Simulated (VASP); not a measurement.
# MnS (F-43m) in VASP: notebook

MnS is run at these levels: BLYP, LDA, r2SCAN; tasks: single point.

Everything below comes from runs of VASP 6.6.1. Logs are shortened: lines on timing, memory, paths and dates and some standing lists are left out, and cuts for length are marked.

## 1. The cell of the first run

The structure is cubic, space group F-43m (No. 216). Conventional cell: a = 5.600 Å, b = 5.600 Å, c = 5.600 Å, α = 90.00°, β = 90.00°, γ = 90.00°. Within 3.2 Å of Mn (site symmetry -43m) lie 4 S at 2.42 Å. Within 3.2 Å of S (site symmetry -43m) lie 4 Mn at 2.42 Å.

## 2. Single point, BLYP, collinear spin, ferromagnetic start

File INCAR:

```
AGGAC = 1.0
AGGAX = 1.0
ALDAC = 0.0
ALDAX = 1.0
ALGO = Normal
EDIFF = 1E-6
ENCUT = 520
GGA = B5
ISIF = 2
ISMEAR = -1
ISPIN = 2
LASPH = T
LCHARG = F
LMAXMIX = 4
LORBIT = 11
LREAL = F
LWAVE = F
MAGMOM = 2.8 0
NBANDS = 20
NELM = 150
PREC = Accurate
SIGMA = 0.15
```

File KPOINTS:

```
k-points
0
Gamma
  10 10 10
```

File POSCAR:

```
MnS
1.0
    0.0000000000      2.8000000000      2.8000000000
    2.8000000000      0.0000000000      2.8000000000
    2.8000000000      2.8000000000      0.0000000000
Mn S
1 1
Direct
    0.0000000000      0.0000000000      0.0000000000
    0.2500000000      0.2500000000      0.2500000000
```

Potentials or basis: VASP PAW PBE potentials, release 64 (Mn_pv, S).

The run is started by

```
cat potpaw_PBE.64/Mn_pv/POTCAR potpaw_PBE.64/S/POTCAR > POTCAR
mpirun -np 1 vasp_std > vasp.out
```

OUTCAR:

```text
EDIFF = 1E-6
   ENCUT = 520
   GGA = B5
   ISIF = 2
   ISMEAR = -1
   ISPIN = 2
   LASPH = T
   LORBIT = 11
   LREAL = F
   NELM = 150
   PREC = Accurate

 ion  position               nearest neighbor table
   1  0.000  0.000  0.000-   2 2.42   2 2.42   2 2.42   2 2.42
   2  0.250  0.250  0.250-   1 2.42   1 2.42   1 2.42   1 2.42

  LATTYP: Found a face centered cubic cell.
 ALAT       =     5.6000000000

  Lattice vectors:

 A1 = (   0.0000000000,   2.8000000000,   2.8000000000)
 A2 = (   2.8000000000,   0.0000000000,   2.8000000000)
 A3 = (   2.8000000000,   2.8000000000,   0.0000000000)

Analysis of symmetry for initial positions (statically):
=====================================================================
 Subroutine PRICEL returns:
 Original cell was already a primitive cell.

 Routine SETGRP: Setting up the symmetry group for a
 face centered cubic supercell.

 Subroutine GETGRP returns: Found 24 space group operations
 (whereof 24 operations were pure point group operations)
 out of a pool of 48 trial point group operations.

The static configuration has the point symmetry T_d .

Analysis of symmetry for dynamics (positions and initial velocities):
=====================================================================
 Subroutine PRICEL returns:
 Original cell was already a primitive cell.

 Routine SETGRP: Setting up the symmetry group for a
 face centered cubic supercell.

 Subroutine GETGRP returns: Found 24 space group operations
 (whereof 24 operations were pure point group operations)
 out of a pool of 48 trial point group operations.

The dynamic configuration has the point symmetry T_d .

Analysis of structural, dynamic, and magnetic symmetry:
=====================================================================
 Subroutine PRICEL returns:
 Original cell was already a primitive cell.

 Routine SETGRP: Setting up the symmetry group for a
 face centered cubic supercell.

 Subroutine GETGRP returns: Found 24 space group operations
 (whereof 24 operations were pure point group operations)
 out of a pool of 48 trial point group operations.

The overall configuration has the point symmetry T_d .

 Subroutine INISYM returns: Found 24 space group operations
 (whereof 24 operations are pure point group operations),
 and found     1 'primitive' translations

----------------------------------------------------------------------------------------

                                     Primitive cell

  volume of cell :      43.9040

  direct lattice vectors                    reciprocal lattice vectors
     0.000000000  2.800000000  2.800000000    -0.178571429  0.178571429  0.178571429
     2.800000000  0.000000000  2.800000000     0.178571429 -0.178571429  0.178571429
     2.800000000  2.800000000  0.000000000     0.178571429  0.178571429 -0.178571429

  length of vectors
     3.959797975  3.959797975  3.959797975     0.309294787  0.309294787  0.309294787

  position of ions in fractional coordinates (direct lattice)
     0.000000000  0.000000000  0.000000000
     0.250000000  0.250000000  0.250000000

  ion indices of the primitive-cell ions
   primitive index   ion index
                 1           1
                 2           2

----------------------------------------------------------------------------------------

 KPOINTS: k-points

Automatic generation of k-mesh.
 Grid dimensions read from file:
 generate k-points for:   10   10   10

 Generating k-lattice:

  Cartesian coordinates                     Fractional coordinates (reciprocal lattice)
    -0.017857143  0.017857143  0.017857143     0.100000000  0.000000000  0.000000000
     0.017857143 -0.017857143  0.017857143     0.000000000  0.100000000  0.000000000
     0.017857143  0.017857143 -0.017857143     0.000000000  0.000000000  0.100000000

  Length of vectors
     0.030929479  0.030929479  0.030929479

  Shift w.r.t. Gamma in fractional coordinates (k-lattice)
     0.000000000  0.000000000  0.000000000

 Subroutine IBZKPT returns following result:
 ===========================================

 Found     47 irreducible k-points:

 Following reciprocal coordinates:
            Coordinates               Weight
  0.000000  0.000000  0.000000      1.000000
  0.100000  0.000000  0.000000      8.000000
  0.200000  0.000000  0.000000      8.000000
  0.300000  0.000000  0.000000      8.000000
  0.400000  0.000000  0.000000      8.000000
  0.500000  0.000000  0.000000      4.000000
[... 16 lines left out ...]
  0.300000  0.300000  0.000000      6.000000
  0.400000  0.300000  0.000000     24.000000
 [... further k-points ...]
   k-points           NKPTS =     47   k-points in BZ     NKDIM =     47   number of bands    NBANDS=     20
   number of dos      NEDOS =    301   number of ions     NIONS =      2
   total plane-waves  NPLWV =  27000
   dimension x,y,z NGX =    30 NGY =   30 NGZ =   30
   dimension x,y,z NGXF=    60 NGYF=   60 NGZF=   60
   ions per type =               1   1
   NGX,Y,Z   is equivalent  to a cutoff of  12.60, 12.60, 12.60 a.u.
   NGXF,Y,Z  is equivalent  to a cutoff of  25.19, 25.19, 25.19 a.u.
 SYSTEM =  unknown system
   PREC   = accura    normal or accurate (medium, high low for compatibility)
   ISTART =      0    job   : 0-new  1-cont  2-samecut
   ICHARG =      2    charge: 1-file 2-atom 10-const
   ISPIN  =      2    spin polarized calculation?
   LNONCOLLINEAR =      F non collinear calculations
   LSORBIT =      F    spin-orbit coupling
   LASPH  =      T    aspherical Exc in radial PAW
   ENCUT  =  520.0 eV  38.22 Ry    6.18 a.u.   7.36  7.36  7.36*2*pi/ulx,y,z
   NELM   =    150;   NELMIN=  2; NELMDL= -5     # of ELM steps
   EDIFF  = 0.1E-05   stopping-criterion for ELM
   LREAL  =      F    real-space projection
   EDIFFG = 0.1E-04   stopping-criterion for IOM
   NSW    =      0    number of steps for IOM
   IBRION =     -1    ionic relax: 0-MD 1-quasi-New 2-CG
   NFREE  =      0    steps in history (QN), initial steepest desc. (CG)
   ISIF   =      2    stress and relaxation
   ISYM   =      2    0-nonsym 1-usesym 2-fastsym
   POTIM  = 0.5000    time-step for ionic-motion
   TEBEG  =    0.0;   TEEND  =   0.0 temperature during run
   PSTRESS=    0.0 pullay stress
   NELECT =      19.0000    total number of electrons
   NUPDOWN=      -1.0000    fix difference up-down
   EMIN   =  10.00;   EMAX   =-10.00  energy-range for DOS
   EFERMI =   0.00;   METHOD = LEGACY
   ISMEAR =    -1;   SIGMA  =   0.15  broadening in eV -4-tet -1-fermi 0-gaus
   EFERMI_NEDOS =   21; number of points for ismear=-14 and -15
   IALGO  =     38    algorithm
   IMIX   =      4    mixing-type and parameters
     AMIX     =   0.40;   BMIX     =  1.00
     AMIX_MAG =   1.60;   BMIX_MAG =  1.00
  volume/ion in A,a.u.               =      21.95       148.14
  Fermi-wavevector in a.u.,A,eV,Ry     =   1.238297  2.340041 20.862879  1.533378
  Thomas-Fermi vector in A             =   2.372828
   LORBIT       =     11    0 simple, 1 ext, 2 COOP (PROOUT), +10 PAW based schemes
   GGA     = B5    functional components
   LHFCALC =     F    Hartree Fock is set to
   AEXX    =    0.0000 exact exchange contribution
   IVDW    =     0    specifies the selected vdW correction
   LEPSILON=     F    determine dielectric tensor
   LRPA    =     F    only Hartree local field effects (RPA)
 spin polarized calculation
  energy-cutoff  :      520.00
  volume of cell :       43.90
 maximum number of plane-waves:      1243
 NGX is ok and might be reduce to    30
   NGX = 15   NGY = 15   NGZ = 15

 number of electron      18.9999987 magnetization       4.7118256

 Free energy of the ion-electron system (eV)
  ---------------------------------------------------
  ext. energy  EPLUGINS =         0.00000000
  ---------------------------------------------------
  free energy    TOTEN  =       -12.78362860 eV

  energy without entropy =      -12.69859129  energy(sigma->0) =      -12.74110994

 E-fermi :   4.7029     XC(G=0):  -8.8118

 val. band max:        4.7027247349   @ k =  -0.3000   0.5000   0.2000
 cond. band min:       4.7125077270   @ k =  -0.4000   0.5000   0.1000
 fundamental gap:      0.0097829921
 Fermi energy:         4.7028910986

 spin component 1

 k-point     1 :       0.0000    0.0000    0.0000
  band No.  band energies     occupation
      1     -45.5410      1.00000
      2     -45.5410      1.00000
      3     -45.5410      1.00000
      4      -9.0168      1.00000
      5       0.1304      1.00000
      6       0.1304      1.00000
[... 12 lines left out ...]
     19      17.1987      0.00000
     20      17.8852      0.00000

 k-point     2 :       0.1000    0.0000    0.0000
  band No.  band energies     occupation
      1     -45.5413      1.00000
      2     -45.5411      1.00000
      3     -45.5411      1.00000
      4      -8.9608      1.00000
      5       0.0377      1.00000
      6       0.1546      1.00000
[... 498 lines left out ...]
 k-point    24 :       0.4000    0.3000    0.0000
  band No.  band energies     occupation
      1     -45.5436      1.00000
      2     -45.5421      1.00000
      3     -45.5420      1.00000
      4      -8.3400      1.00000
      5      -0.6909      1.00000
      6       0.5032      1.00000
[... 12 lines left out ...]
     19      19.3692      0.00000
     20      19.9449      0.00000

 [... further k-points ...]

 spin component 2

 k-point     1 :       0.0000    0.0000    0.0000
  band No.  band energies     occupation
      1     -41.2494      1.00000
      2     -41.2493      1.00000
      3     -41.2493      1.00000
      4      -8.7795      1.00000
      5       1.4753      1.00000
      6       1.4753      1.00000
[... 12 lines left out ...]
     19      17.8352      0.00000
     20      18.5090      0.00000

 k-point     2 :       0.1000    0.0000    0.0000
  band No.  band energies     occupation
      1     -41.2498      1.00000
      2     -41.2494      1.00000
      3     -41.2494      1.00000
      4      -8.7249      1.00000
      5       1.2606      1.00000
      6       1.4865      1.00000
[... 498 lines left out ...]
 k-point    24 :       0.4000    0.3000    0.0000
  band No.  band energies     occupation
      1     -41.2532      1.00000
      2     -41.2509      1.00000
      3     -41.2508      1.00000
      4      -8.1189      1.00000
      5       0.0272      1.00000
      6       1.3864      1.00000
[... 12 lines left out ...]
     19      19.9526      0.00000
     20      20.5369      0.00000

 [... further k-points ...]
[... 5 lines left out ...]
  --------------------------------------------------------------------------------------
  -------------------------------------------------------------------------------------
  Total        0.7110071      0.7110071      0.7110071     -0.0000000     -0.0000000      0.0000000
  in kB       25.9465976     25.9465976     25.9465976     -0.0000000     -0.0000000      0.0000000
  external PRESSURE =      25.9465976 kB  Pullay stress =       0.0000000 kB

 VOLUME and BASIS-vectors are now :
 -----------------------------------------------------------------------------
  energy-cutoff  :      520.00
  volume of cell :       43.90
      direct lattice vectors                 reciprocal lattice vectors
     0.000000000  2.800000000  2.800000000    -0.178571429  0.178571429  0.178571429
     2.800000000  0.000000000  2.800000000     0.178571429 -0.178571429  0.178571429
     2.800000000  2.800000000  0.000000000     0.178571429  0.178571429 -0.178571429

 POSITION                                       TOTAL-FORCE (eV/Angst)
 -----------------------------------------------------------------------------------
      0.00000      0.00000      0.00000        -0.000000     -0.000000     -0.000000
      1.40000      1.40000      1.40000         0.000000      0.000000      0.000000
 -----------------------------------------------------------------------------------
    total drift:                                0.000001      0.000001      0.000001

  FREE ENERGIE OF THE ION-ELECTRON SYSTEM (eV)
  ---------------------------------------------------
  free  energy   TOTEN  =       -12.7836285963 eV

  energy  without entropy=      -12.6985912875  energy(sigma->0) =      -12.74110994

 total charge

# of ion       s       p       d       tot
------------------------------------------
    1        0.260   6.208   4.950  11.418
    2        1.328   2.452   0.000   3.780
--------------------------------------------------
tot          1.588   8.660   4.950  15.198

 magnetization (x)

# of ion       s       p       d       tot
------------------------------------------
    1        0.039   0.055   4.084   4.177
    2        0.014   0.080   0.000   0.094
--------------------------------------------------
tot          0.053   0.134   4.084   4.271
```

Wall time 95 s (1 thread of Intel Xeon Platinum 8259CL at 2.50GHz (Skylake/Cascade Lake), shared host); peak memory 0.22 GiB.

What came out:

```
Free energy                                           : -12.7836 eV
Pressure                                              : 2.6 GPa
Net moment                                            : 4.71 μB per cell
Site moments                                          : Mn +4.18; S +0.09 μB
Valence electrons inside the program's atomic spheres : Mn 11.42; S 3.78
```

Levels at points of the mesh, in eV from the Fermi level:
Spin up:
| k point | band 9 | band 10 | band 11 | band 12 | band 13 | band 14 | band 15 | band 16 |
| --- | --- | --- | --- | --- | --- | --- | --- | --- |
| (0.00, 0.00, 0.00) | -2.83 | 0.47 | 0.47 | 0.47 | 1.39 | 6.23 | 6.23 | 6.23 |
| (0.50, 0.00, 0.00) | -2.72 | -2.51 | -0.52 | -0.52 | 3.33 | 6.67 | 6.67 | 7.33 |
| (0.50, 0.50, 0.00) | -2.62 | -2.36 | -1.83 | -1.83 | 3.27 | 4.70 | 9.40 | 11.07 |
Spin down:
```csv
k point,band 4,band 5,band 6,band 7,band 8,band 9,band 10,band 11
"(0.00, 0.00, 0.00)",-13.48,-3.23,-3.23,-3.23,0.80,0.80,2.08,3.01
"(0.50, 0.00, 0.00)",-12.85,-5.01,-3.14,-3.14,0.85,0.93,0.93,2.02
"(0.50, 0.50, 0.00)",-12.64,-4.95,-3.22,-3.22,0.02,0.84,1.23,1.27
```

Caveat: the PAW data sets were made with another functional, which shifts forces and pressure a little; a cell with one magnetic atom can't hold antiferromagnetic order, which such compounds often take; semilocal functionals often make such compounds metallic where correlation or magnetic order opens a gap, which also shifts bond lengths. With open d or f shells a metallic result of BLYP can be an artefact of self-interaction; +U or a hybrid may open a gap.

## 3. Single point, LDA, collinear spin, ferromagnetic start

File INCAR:

```
ALGO = Normal
EDIFF = 1E-7
ENCUT = 520
GGA = CA
ISIF = 2
ISMEAR = -1
ISPIN = 2
LASPH = True
LCHARG = False
LMAXMIX = 4
LORBIT = 11
LREAL = False
LWAVE = False
MAGMOM = 2.8 0
NBANDS = 20
NELM = 150
PREC = Accurate
SIGMA = 0.15
```

KPOINTS is that of step 2.

POSCAR is that of step 2.

Potentials or basis: VASP PAW LDA potentials, release 64 (Mn_pv, S).

The run is started by

```
cat potpaw_LDA.64/Mn_pv/POTCAR potpaw_LDA.64/S/POTCAR > POTCAR
mpirun -np 1 vasp_std > vasp.out
```

Wall time 87 s (1 thread of Intel Xeon Platinum 8259CL at 2.50GHz (Skylake/Cascade Lake), shared host); peak memory 0.2 GiB.

Results (log left out):

```
Free energy                                           : -14.8822 eV
Pressure                                              : -7.3 GPa
Net moment                                            : 4.57 μB per cell
Site moments                                          : Mn +4.06; S +0.06 μB
Valence electrons inside the program's atomic spheres : Mn 11.41; S 3.71
```

Levels at points of the mesh, in eV from the Fermi level:
Spin up:
| k point | band 8 | band 9 | band 10 | band 11 | band 12 | band 13 | band 14 | band 15 | band 16 | band 17 |
| --- | --- | --- | --- | --- | --- | --- | --- | --- | --- | --- |
| (0.00, 0.00, 0.00) | -2.66 | -2.66 | 0.63 | 0.63 | 0.63 | 1.17 | 6.10 | 6.10 | 6.10 | 10.96 |
| (0.50, 0.00, 0.00) | -2.55 | -2.55 | -2.35 | -0.39 | -0.39 | 3.15 | 6.55 | 6.55 | 7.05 | 11.09 |
| (0.50, 0.50, 0.00) | -2.69 | -2.43 | -2.21 | -1.70 | -1.70 | 3.04 | 4.57 | 9.18 | 10.93 | 10.93 |
Spin down:
| k point | band 4 | band 5 | band 6 | band 7 | band 8 | band 9 | band 10 | band 11 |
| --- | --- | --- | --- | --- | --- | --- | --- | --- |
| (0.00, 0.00, 0.00) | -13.36 | -3.14 | -3.14 | -3.14 | 0.70 | 0.70 | 1.84 | 3.00 |
| (0.50, 0.00, 0.00) | -12.70 | -5.00 | -3.05 | -3.05 | 0.79 | 0.84 | 0.84 | 1.99 |
| (0.50, 0.50, 0.00) | -12.49 | -4.92 | -3.13 | -3.13 | -0.09 | 0.74 | 1.12 | 1.22 |

Caveat: the cell stands under tension; a cell with one magnetic atom can't hold antiferromagnetic order, which such compounds often take; semilocal functionals often make such compounds metallic where correlation or magnetic order opens a gap, which also shifts bond lengths.

[end of part 1 of 2]
